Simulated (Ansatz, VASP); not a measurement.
Cu: VASP beside Ansatz

Contents of INCAR:

```
PREC     = Accurate       # precision mode
ENCUT    = 520            # plane-wave cutoff, eV
EDIFF    = 1E-6           # SCF threshold, eV
ISMEAR   = -1             # smearing method
SIGMA    = 0.1            # smearing width, eV
LREAL    = F              # projectors in reciprocal space
LASPH    = T              # aspherical terms in the spheres
NELM     = 80             # most SCF steps
ALGO     = Normal         # electronic algorithm
ISIF     = 2              # what is computed and relaxed
LWAVE    = F              # write WAVECAR
LCHARG   = F              # write CHGCAR
GGA      = PE             # functional
NBANDS   = 30             # bands
```

File KPOINTS:

```
regular mesh
0
Gamma
  16 16 5
```

File POSCAR:

```
Cu
1.0
    2.5674720615      0.0000000000      0.0000000000
   -1.2837360307      2.2234960287      0.0000000000
    0.0000000000      0.0000000000      8.3850115202
Cu
4
Direct
    1.0000000000      0.0000000000      0.0000000000
    1.0000000000      1.0000000000      0.5000000000
    0.3333333333      0.6666666667      0.2500000000
    0.6666666667      0.3333333333      0.7500000000
```

Input for Ansatz:

```yaml
crystal:
  lattice:
    - [2.5674720615, 0.0, 0.0]
    - [-1.2837360307, 2.2234960287, 0.0]
    - [0.0, 0.0, 8.3850115202]
  atoms:
    - { symbol: Cu, position: [1.0, 0.0, 0.0] }
    - { symbol: Cu, position: [1.0, 1.0, 0.5] }
    - { symbol: Cu, position: [0.3333333333, 0.6666666667, 0.25] }
    - { symbol: Cu, position: [0.6666666667, 0.3333333333, 0.75] }
hamiltonian:
  xc: pbe
  pseudopotentials:
    kind: paw
    azcp:
      Cu: "pseudopotentials/Cu.paw.azcp"
basis:
  ecutwfc: 420
  fft_grid_basis: typed
kpoints:
  mp_grid: { grid: [16, 16, 5], shift: [0, 0, 0] }
magnetization:
  spin_polarized: false
scf:
  occupations: { method: fermi_dirac, width: 0.1 }
  lower_state_search: "off"
output:
  stress: true
```

Alike in both runs: task single point; functional PBE; k mesh 16 × 16 × 5; occupations fermi-dirac, width 0.1 eV; no spin polarisation.

```csv
,VASP,Ansatz
version,VASP 6.6.1,Ansatz 0.2.0
potentials or method,"VASP PAW PBE potentials, release 64 (Cu), cutoff 520 eV","plane waves (420 eV) with PAW, scalar-relativistic"
valence electrons in the cell,44,76
```

Ansatz gave:

| Property | Result |
| --- | --- |
| pressure (GPa) | 0.0 |

**Question.** Which values does VASP return?

**Answer.** Pressure (GPa): 0.7.

VASP's potentials hold 44 valence electrons a cell and Ansatz's 76, so a difference there can come from the potentials and not from the codes.
